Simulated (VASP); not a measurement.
# InAs (F-43m) in VASP: single point with PBE+D3(BJ)

Aim: the single point of InAs with PBE+D3(BJ).

Program: VASP 6.6.1. These are calculated values, not measurements. Logs are shortened: lines on timing, memory, paths and dates and some standing lists are left out, and cuts for length are marked.

## (1) The cell of the first run

The structure is cubic, space group F-43m (No. 216). The conventional cell has a = 6.048 Å, b = 6.048 Å, c = 6.048 Å, α = 90.00°, β = 90.00°, γ = 90.00°. Within 3.5 Å of In (site symmetry -43m) lie 4 As at 2.62 Å. Within 3.5 Å of As (site symmetry -43m) lie 4 In at 2.62 Å.

## (2) Single point, PBE+D3(BJ)

The input, INCAR:

```
SYSTEM = InAs
PREC = Accurate
ENCUT = 500
EDIFF = 1E-6
ISMEAR = 0
SIGMA = 0.1
LREAL = .False.
LASPH = .True.
NELM = 120
ALGO = Normal
ISIF = 2
LWAVE = .False.
LCHARG = .False.
GGA = PE
IVDW = 12
NBANDS = 16
GGA_COMPAT = .False.
```

The input, KPOINTS:

```
regular mesh
0
Gamma
  6 6 6
  0 0 0
```

The input, POSCAR:

```
InAs
1.0
    0.0000000000      3.0240000000      3.0240000000
    3.0240000000      0.0000000000      3.0240000000
    3.0240000000      3.0240000000      0.0000000000
In As
1 1
Direct
    0.0000000000      0.0000000000      0.0000000000
    0.7500000000      0.7500000000      0.7500000000
```

Potentials or basis: VASP PAW PBE potentials, release 64 (In_d, As).

The run is started by

```console
> cat potpaw_PBE.64/In_d/POTCAR potpaw_PBE.64/As/POTCAR > POTCAR
> mpirun -np 1 vasp_std > vasp.out
```

OUTCAR:

```text
SYSTEM = InAs
   PREC = Accurate
   ENCUT = 500
   EDIFF = 1E-6
   ISMEAR = 0
   LREAL = .False.
   LASPH = .True.
   NELM = 120
   ISIF = 2
   GGA = PE
   IVDW = 12
 IVDW          = 12

 ion  position               nearest neighbor table
   1  0.000  0.000  0.000-   2 2.62   2 2.62   2 2.62   2 2.62
   2  0.750  0.750  0.750-   1 2.62   1 2.62   1 2.62   1 2.62

  LATTYP: Found a face centered cubic cell.
 ALAT       =     6.0480000000

  Lattice vectors:

 A1 = (   0.0000000000,   3.0240000000,   3.0240000000)
 A2 = (   3.0240000000,   0.0000000000,   3.0240000000)
 A3 = (   3.0240000000,   3.0240000000,   0.0000000000)

Analysis of symmetry for initial positions (statically):
=====================================================================
 Subroutine PRICEL returns:
 Original cell was already a primitive cell.

 Routine SETGRP: Setting up the symmetry group for a
 face centered cubic supercell.

 Subroutine GETGRP returns: Found 24 space group operations
 (whereof 24 operations were pure point group operations)
 out of a pool of 48 trial point group operations.

The static configuration has the point symmetry T_d .

Analysis of symmetry for dynamics (positions and initial velocities):
=====================================================================
 Subroutine PRICEL returns:
 Original cell was already a primitive cell.

 Routine SETGRP: Setting up the symmetry group for a
 face centered cubic supercell.

 Subroutine GETGRP returns: Found 24 space group operations
 (whereof 24 operations were pure point group operations)
 out of a pool of 48 trial point group operations.

The dynamic configuration has the point symmetry T_d .

 Subroutine INISYM returns: Found 24 space group operations
 (whereof 24 operations are pure point group operations),
 and found     1 'primitive' translations

----------------------------------------------------------------------------------------

                                     Primitive cell

  volume of cell :      55.3064

  direct lattice vectors                    reciprocal lattice vectors
     0.000000000  3.024000000  3.024000000    -0.165343915  0.165343915  0.165343915
     3.024000000  0.000000000  3.024000000     0.165343915 -0.165343915  0.165343915
     3.024000000  3.024000000  0.000000000     0.165343915  0.165343915 -0.165343915

  length of vectors
     4.276581813  4.276581813  4.276581813     0.286384062  0.286384062  0.286384062

[... 70 lines left out ...]
   NELM   =    120;   NELMIN=  2; NELMDL= -5     # of ELM steps
   EDIFF  = 0.1E-05   stopping-criterion for ELM
   LREAL  =      F    real-space projection
   EDIFFG = 0.1E-04   stopping-criterion for IOM
   NSW    =      0    number of steps for IOM
   IBRION =     -1    ionic relax: 0-MD 1-quasi-New 2-CG
   NFREE  =      0    steps in history (QN), initial steepest desc. (CG)
   ISIF   =      2    stress and relaxation
   ISYM   =      2    0-nonsym 1-usesym 2-fastsym
   POTIM  = 0.5000    time-step for ionic-motion
   TEBEG  =    0.0;   TEEND  =   0.0 temperature during run
   PSTRESS=    0.0 pullay stress
   NELECT =      18.0000    total number of electrons
   NUPDOWN=      -1.0000    fix difference up-down
   EMIN   =  10.00;   EMAX   =-10.00  energy-range for DOS
   EFERMI =   0.00;   METHOD = LEGACY
   ISMEAR =     0;   SIGMA  =   0.10  broadening in eV -4-tet -1-fermi 0-gaus
   EFERMI_NEDOS =   21; number of points for ismear=-14 and -15
   IALGO  =     38    algorithm
   IMIX   =      4    mixing-type and parameters
     AMIX     =   0.40;   BMIX     =  1.00
     AMIX_MAG =   1.60;   BMIX_MAG =  1.00
  volume/ion in A,a.u.               =      27.65       186.61
  Fermi-wavevector in a.u.,A,eV,Ry     =   1.126092  2.128005 17.253320  1.268083
  Thomas-Fermi vector in A             =   2.262772
   LORBIT       =      0    0 simple, 1 ext, 2 COOP (PROOUT), +10 PAW based schemes
   GGA     = PE    functional components
   LHFCALC =     F    Hartree Fock is set to
   AEXX    =    0.0000 exact exchange contribution
   IVDW    =    12    specifies the selected vdW correction
   LEPSILON=     F    determine dielectric tensor
   LRPA    =     F    only Hartree local field effects (RPA)
 non-spin polarized calculation
 Gauss-broadening in eV      SIGMA  =   0.10
  energy-cutoff  :      500.00
  volume of cell :       55.31
 maximum number of plane-waves:      1420
   NGX = 15   NGY = 15   NGZ = 15

 number of electron      17.9999990 magnetization

 Free energy of the ion-electron system (eV)
  ---------------------------------------------------
  ext. energy  EPLUGINS =         0.00000000
  ---------------------------------------------------
  free energy    TOTEN  =        -7.65504380 eV

  energy without entropy =       -7.65432847  energy(sigma->0) =       -7.65468614

 E-fermi :   4.5396     XC(G=0):  -9.0881

 val. band max:        4.5090612726   @ k =   0.0000   0.0000   0.0000
 cond. band min:       5.4619974240   @ k =   0.5000   0.0000   0.0000
 fundamental gap:      0.9529361514
 Fermi energy:         4.5395546798

 k-point     1 :       0.0000    0.0000    0.0000
  band No.  band energies     occupation
      1      -9.8882      2.00000
      2      -9.8882      2.00000
      3      -9.8882      2.00000
      4      -9.7628      2.00000
      5      -9.7628      2.00000
      6      -7.3489      2.00000
[... 281 lines left out ...]
      3      -9.8130      2.00000
      4      -9.7846      2.00000
      5      -9.7494      2.00000
      6      -5.2996      2.00000
[... 8 lines left out ...]
     15      16.1420      0.00000
     16      16.3586      0.00000

------------------------ aborting loop because EDIFF is reached ----------------------------------------

 Edisp (eV)   -0.64593

 E8    (eV) :    -0.2995

  FORCE on cell =-STRESS in cart. coord.  units (eV):
  Direction    XX          YY          ZZ          XY          YZ          ZX
  --------------------------------------------------------------------------------------
  -------------------------------------------------------------------------------------
  Total       0.67535     0.67535     0.67535     0.00000     0.00000     0.00000
  in kB      19.56443    19.56443    19.56443     0.00000     0.00000     0.00000
  external pressure =       19.56 kB  Pullay stress =        0.00 kB

 VOLUME and BASIS-vectors are now :
 -----------------------------------------------------------------------------
  energy-cutoff  :      500.00
  volume of cell :       55.31
      direct lattice vectors                 reciprocal lattice vectors
     0.000000000  3.024000000  3.024000000    -0.165343915  0.165343915  0.165343915
     3.024000000  0.000000000  3.024000000     0.165343915 -0.165343915  0.165343915
     3.024000000  3.024000000  0.000000000     0.165343915  0.165343915 -0.165343915

 POSITION                                       TOTAL-FORCE (eV/Angst)
 -----------------------------------------------------------------------------------
      0.00000      0.00000      0.00000        -0.000000     -0.000000     -0.000000
      4.53600      4.53600      4.53600         0.000000      0.000000      0.000000
 -----------------------------------------------------------------------------------
    total drift:                                0.000000      0.000000      0.000000

  FREE ENERGIE OF THE ION-ELECTRON SYSTEM (eV)
  ---------------------------------------------------
  free  energy   TOTEN  =        -8.3009760677 eV

  energy  without entropy=       -8.3002607390  energy(sigma->0) =       -8.30061840
```

OSZICAR:

```text
N       E                     dE             d eps       ncg     rms          rms(c)
DAV:   1     0.113485295620E+03    0.11349E+03   -0.84462E+03   512   0.119E+03
DAV:   2    -0.114294900923E+00   -0.11360E+03   -0.10964E+03   552   0.291E+02
DAV:   3    -0.773511830562E+01   -0.76208E+01   -0.75871E+01   656   0.764E+01
DAV:   4    -0.792734783818E+01   -0.19223E+00   -0.19219E+00   632   0.133E+01
DAV:   5    -0.793532818332E+01   -0.79803E-02   -0.79802E-02   776   0.232E+00    0.457E+00
DAV:   6    -0.767863321086E+01    0.25669E+00   -0.38384E-01   816   0.104E+01    0.253E+00
DAV:   7    -0.765306458608E+01    0.25569E-01   -0.11510E-01   704   0.300E+00    0.735E-01
DAV:   8    -0.765420486435E+01   -0.11403E-02   -0.13509E-02   648   0.129E+00    0.198E-01
DAV:   9    -0.765482450151E+01   -0.61964E-03   -0.97962E-04   568   0.255E-01    0.117E-01
DAV:  10    -0.765499548232E+01   -0.17098E-03   -0.20132E-04   672   0.204E-01    0.614E-02
DAV:  11    -0.765504319309E+01   -0.47711E-04   -0.10890E-04   560   0.117E-01    0.367E-02
DAV:  12    -0.765504380101E+01   -0.60791E-06   -0.52747E-06   592   0.270E-02
   1 F= -.83009761E+01 E0= -.83006184E+01  d E =-.715329E-03
```

It took 8.3 s on 1 thread of Intel Xeon 8259CL, shared host; peak memory 0.18 GiB.

Results:

| Property | Result |
| --- | --- |
| Free energy | -8.3010 eV |
| Pressure | 2.0 GPa |
| Band gap on the k mesh | zero (filled and empty bands touch) |
| Dispersion energy per atom | -0.323 eV |

Caveat: semilocal functionals underestimate gaps, and a narrow one can read as zero; spin-orbit coupling is left out, which moves the levels of the heavy elements.

The gap in the log of VASP goes by the Fermi energy; the results here count the filled bands.